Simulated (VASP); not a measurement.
# Tl (Im-3m) in VASP: single point with LDA

Aim: the single point of Tl with LDA.

Program: VASP 6.6.1. These are calculated values, not measurements. Logs are shortened: lines on timing, memory, paths and dates and some standing lists are left out, and cuts for length are marked.

### 1 The cell of the first run

Symmetry: Im-3m, No. 229, cubic system. The conventional cell has a = 3.933 Å, b = 3.933 Å, c = 3.933 Å, α = 90.00°, β = 90.00°, γ = 90.00°. Tl (site symmetry m-3m) has 14 Tl at 3.41 to 3.93 Å within 4.5 Å.

This isn't the form of Tl at room conditions, which is hcp.

### 2 Single point, LDA (30.42 Å³/atom)

INCAR

```
PREC = Accurate
ENCUT = 520
EDIFF = 1E-6
ISMEAR = -1
SIGMA = 0.05
LREAL = False
LASPH = True
NELM = 80
ALGO = Normal
ISIF = 2
LWAVE = False
LCHARG = False
GGA = CA
NBANDS = 12
```

KPOINTS

```
regular mesh
0
Gamma
  13 13 13
```

POSCAR

```
Tl
1.0
   -1.9665424028      1.9665424028      1.9665424028
    1.9665424028     -1.9665424028      1.9665424028
    1.9665424028      1.9665424028     -1.9665424028
Tl
1
Direct
    0.0000000000      0.0000000000      0.0000000000
```

Potentials or basis: VASP PAW LDA potentials, release 64 (Tl_d).

On the command line:

```console
$ cat potpaw_LDA.64/Tl_d/POTCAR > POTCAR
$ mpirun -np 1 vasp_std > vasp.out
```

OUTCAR:

```text
PREC = Accurate
   ENCUT = 520
   EDIFF = 1E-6
   ISMEAR = -1
   LREAL = False
   LASPH = True
   NELM = 80
   ISIF = 2
   GGA = CA

 ion  position               nearest neighbor table
   1  0.000  0.000  0.000-

  LATTYP: Found a body centered cubic cell.
 ALAT       =     3.9330848056

  Lattice vectors:

 A1 = (  -1.9665424028,   1.9665424028,   1.9665424028)
 A2 = (   1.9665424028,  -1.9665424028,   1.9665424028)
 A3 = (   1.9665424028,   1.9665424028,  -1.9665424028)

Analysis of symmetry for initial positions (statically):
=====================================================================
 Subroutine PRICEL returns:
 Original cell was already a primitive cell.

 Routine SETGRP: Setting up the symmetry group for a
 body centered cubic supercell.

 Subroutine GETGRP returns: Found 48 space group operations
 (whereof 48 operations were pure point group operations)
 out of a pool of 48 trial point group operations.

The static configuration has the point symmetry O_h .

Analysis of symmetry for dynamics (positions and initial velocities):
=====================================================================
 Subroutine PRICEL returns:
 Original cell was already a primitive cell.

 Routine SETGRP: Setting up the symmetry group for a
 body centered cubic supercell.

 Subroutine GETGRP returns: Found 48 space group operations
 (whereof 48 operations were pure point group operations)
 out of a pool of 48 trial point group operations.

The dynamic configuration has the point symmetry O_h .

 Subroutine INISYM returns: Found 48 space group operations
 (whereof 48 operations are pure point group operations),
 and found     1 'primitive' translations

----------------------------------------------------------------------------------------

                                     Primitive cell

  volume of cell :      30.4208

  direct lattice vectors                    reciprocal lattice vectors
    -1.966542403  1.966542403  1.966542403     0.000000000  0.254253353  0.254253353
     1.966542403 -1.966542403  1.966542403     0.254253353  0.000000000  0.254253353
     1.966542403  1.966542403 -1.966542403     0.254253353  0.254253353  0.000000000

  length of vectors
     3.406151357  3.406151357  3.406151357     0.359568540  0.359568540  0.359568540
[... 77 lines left out ...]
   ENCUT  =  520.0 eV  38.22 Ry    6.18 a.u.   6.33  6.33  6.33*2*pi/ulx,y,z
   NELM   =     80;   NELMIN=  2; NELMDL= -5     # of ELM steps
   EDIFF  = 0.1E-05   stopping-criterion for ELM
   LREAL  =      F    real-space projection
   EDIFFG = 0.1E-04   stopping-criterion for IOM
   NSW    =      0    number of steps for IOM
   IBRION =     -1    ionic relax: 0-MD 1-quasi-New 2-CG
   NFREE  =      0    steps in history (QN), initial steepest desc. (CG)
   ISIF   =      2    stress and relaxation
   ISYM   =      2    0-nonsym 1-usesym 2-fastsym
   POTIM  = 0.5000    time-step for ionic-motion
   TEBEG  =    0.0;   TEEND  =   0.0 temperature during run
   PSTRESS=    0.0 pullay stress
   NELECT =      13.0000    total number of electrons
   NUPDOWN=      -1.0000    fix difference up-down
   EMIN   =  10.00;   EMAX   =-10.00  energy-range for DOS
   EFERMI =   0.00;   METHOD = LEGACY
   ISMEAR =    -1;   SIGMA  =   0.05  broadening in eV -4-tet -1-fermi 0-gaus
   EFERMI_NEDOS =   21; number of points for ismear=-14 and -15
   IALGO  =     38    algorithm
   IMIX   =      4    mixing-type and parameters
     AMIX     =   0.40;   BMIX     =  1.00
     AMIX_MAG =   1.60;   BMIX_MAG =  1.00
  volume/ion in A,a.u.               =      30.42       205.29
  Fermi-wavevector in a.u.,A,eV,Ry     =   1.233103  2.330227 20.688239  1.520543
  Thomas-Fermi vector in A             =   2.367847
   LORBIT       =      0    0 simple, 1 ext, 2 COOP (PROOUT), +10 PAW based schemes
   GGA     = CA    functional components
   LHFCALC =     F    Hartree Fock is set to
   AEXX    =    0.0000 exact exchange contribution
   IVDW    =     0    specifies the selected vdW correction
   LEPSILON=     F    determine dielectric tensor
   LRPA    =     F    only Hartree local field effects (RPA)
 non-spin polarized calculation
  energy-cutoff  :      520.00
  volume of cell :       30.42
 maximum number of plane-waves:       836
 NGX is ok and might be reduce to    28
   NGX = 13   NGY = 13   NGZ = 13

 number of electron      13.0000003 magnetization

 Free energy of the ion-electron system (eV)
  ---------------------------------------------------
  ext. energy  EPLUGINS =         0.00000000
  ---------------------------------------------------
  free energy    TOTEN  =        -2.89400575 eV

  energy without entropy =       -2.88812219  energy(sigma->0) =       -2.89106397

 E-fermi :   5.6172     XC(G=0): -10.2037

 val. band max:        5.6027932588   @ k =  -0.3077   0.4615   0.0769
 cond. band min:       5.6622193736   @ k =   0.2308   0.2308   0.2308
 fundamental gap:      0.0594261148
 Fermi energy:         5.6171878939

 k-point     1 :       0.0000    0.0000    0.0000
  band No.  band energies     occupation
      1      -5.8863      2.00000
      2      -5.8863      2.00000
      3      -5.8863      2.00000
      4      -5.5073      2.00000
      5      -5.5073      2.00000
      6      -4.0032      2.00000
      7      15.7669      0.00000
      8      15.7669      0.00000
      9      15.7669      0.00000
     10      17.8597      0.00000
     11      17.8597      0.00000
     12      17.8597      0.00000
[... 331 lines left out ...]
 k-point    24 :       0.2308    0.0769    0.0769
  band No.  band energies     occupation
      1      -5.9778      2.00000
      2      -5.9070      2.00000
      3      -5.5525      2.00000
      4      -5.5119      2.00000
      5      -5.4957      2.00000
      6      -1.6583      2.00000
      7       7.1826      0.00000
      8      10.7505      0.00000
      9      11.8849      0.00000
     10      17.8471      0.00000
     11      18.5224      0.00000
     12      19.8811      0.00000

 [... further k-points ...]
[... 5 lines left out ...]
  --------------------------------------------------------------------------------------
  -------------------------------------------------------------------------------------
  Total       -0.6485568     -0.6485568     -0.6485568     -0.0000000      0.0000000     -0.0000000
  in kB      -34.1577058    -34.1577058    -34.1577058     -0.0000000      0.0000000     -0.0000000
  external PRESSURE =     -34.1577058 kB  Pullay stress =       0.0000000 kB

 VOLUME and BASIS-vectors are now :
 -----------------------------------------------------------------------------
  energy-cutoff  :      520.00
  volume of cell :       30.42
      direct lattice vectors                 reciprocal lattice vectors
    -1.966542403  1.966542403  1.966542403     0.000000000  0.254253353  0.254253353
     1.966542403 -1.966542403  1.966542403     0.254253353  0.000000000  0.254253353
     1.966542403  1.966542403 -1.966542403     0.254253353  0.254253353  0.000000000

 POSITION                                       TOTAL-FORCE (eV/Angst)
 -----------------------------------------------------------------------------------
      0.00000      0.00000      0.00000         0.000000      0.000000      0.000000
 -----------------------------------------------------------------------------------
    total drift:                               -0.000000      0.000000      0.000000

  FREE ENERGIE OF THE ION-ELECTRON SYSTEM (eV)
  ---------------------------------------------------
  free  energy   TOTEN  =        -2.8940057466 eV

  energy  without entropy=       -2.8881221865  energy(sigma->0) =       -2.89106397
```

stdout:

```text
POSCAR found type information on POSCAR Tl
 POSCAR found :  1 types and       1 ions
 scaLAPACK will be used
 LDA part: xc-table for (Slater(with rela. corr.)+CA(PZ))
 , standard interpolation
 POSCAR, INCAR and KPOINTS ok, starting setup
 FFT: planning ... GRIDC
 FFT: planning ... GRID_SOFT
 FFT: planning ... GRID
 WAVECAR not read
 entering main loop
```

Wall time 17 s (1 thread of AMD EPYC 7R13 (Zen 3), shared host); peak memory 0.13 GiB.

What came out:

- Free energy: -2.8940 eV
- Pressure: -3.4 GPa
- Band gap on the k mesh: zero (an odd number of electrons rules out a gap without spin polarisation)

Caveat: the cell stands under tension; spin-orbit coupling is left out, which moves the levels of the heavy elements.
